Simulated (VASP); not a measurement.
Zn3C:

```xyz
4
Lattice="3.9020 0.0000 0.0000 0.0000 3.9020 0.0000 0.0000 0.0000 3.9020" Properties=species:S:1:pos:R:3 pbc="T T T"
Zn    0.0000    1.9510    1.9510
Zn    1.9510    1.9510    0.0000
Zn    1.9510    0.0000    1.9510
C     0.0000    0.0000    0.0000
```

| Property | Result |
| --- | --- |
| Program | VASP 6.6.1 |
| Task | relaxation of cell and atoms |
| Functional | PBE |
| Potentials or basis | VASP PAW PBE potentials, release 64 (Zn, C) |
| Cutoff | 600 eV |
| k mesh | 4 × 4 × 4 |
| Occupations | gaussian, width 0.1 eV |
| Spin | no spin polarisation |

At the start: pressure -9.2 GPa; volume 14.85 Å³/atom.

Where does the relaxation end?

Over 3 steps the energy falls by 69.4 meV/atom and the volume is 12.74 Å³/atom (-14.3 %); space group Pm-3m (No. 221, to 0.05 Å).

The path:
```csv
step,energy change (eV),largest force (eV/Å),pressure (GPa),volume (Å³)
1,0.0000,0.0000,-9.17,59.41
2,-0.2675,0.0000,-2.28,52.40
3,-0.2775,0.0000,0.33,50.94
```

Final structure:
```yaml
crystal:
  lattice:
    - [3.70706, 0.00000, 0.00000]
    - [0.00000, 3.70706, 0.00000]
    - [0.00000, 0.00000, 3.70706]
  atoms:
    - { symbol: Zn, position: [0.00000, 0.50000, 0.50000] }
    - { symbol: Zn, position: [0.50000, 0.50000, 0.00000] }
    - { symbol: Zn, position: [0.50000, 0.00000, 0.50000] }
    - { symbol: C, position: [0.00000, 0.00000, 0.00000] }
```

Caveat: the k points lie up to 0.42 Å⁻¹ apart in the final cell.
